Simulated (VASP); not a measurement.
A run of VASP 6.6.1 is set up as follows.

File INCAR:

```
SYSTEM = TiB2
  PREC = Accurate
  ENCUT = 520
  EDIFF = 1E-6
  ISMEAR = 0
  SIGMA = 0.15
  LREAL = .False.
  LASPH = .True.
  NELM = 80
  ALGO = Normal
  ISIF = 2
  LWAVE = .False.
  LCHARG = .True.
  GGA = PE
  LELF = .True.
  LVHAR = .True.
  NBANDS = 16
```

The input KPOINTS:

```
Automatic mesh
0
Gamma
  18 18 14
  0 0 0
```

Contents of POSCAR:

```
TiB2
1.0
    3.0469638772      0.0000000000      0.0000000000
   -1.5234819386      2.6387481221      0.0000000000
    0.0000000000      0.0000000000      3.2242295241
Ti B
1 2
Direct
    0.0000000000      0.0000000000      0.0000000000
    0.3333333333      0.6666666667      0.5000000000
    0.6666666667      0.3333333333      0.5000000000
```

Potentials or basis: VASP PAW PBE potentials, release 64 (Ti_sv, B).

Run with:

```bash
$ cat potpaw_PBE.64/Ti_sv/POTCAR potpaw_PBE.64/B/POTCAR > POTCAR
$ mpirun -np 1 vasp_std > vasp.out
```

**Question.** Predict the band gap on the k mesh.

**Answer.** Zero (band 9 reaches 10.26 eV, above the bottom of band 10 at 9.66 eV).

**Question.** Predict the pressure.

**Answer.** -2.4 GPa.

Stress tensor (GPa, compression positive):
```
-3.26  0.00  0.00
 0.00 -3.26  0.00
 0.00  0.00 -0.74
```

Caveat: the cell differs from its parent crystal (strain +0.0050 x Voigt [1, 1, 0, 0, 0, 0]).
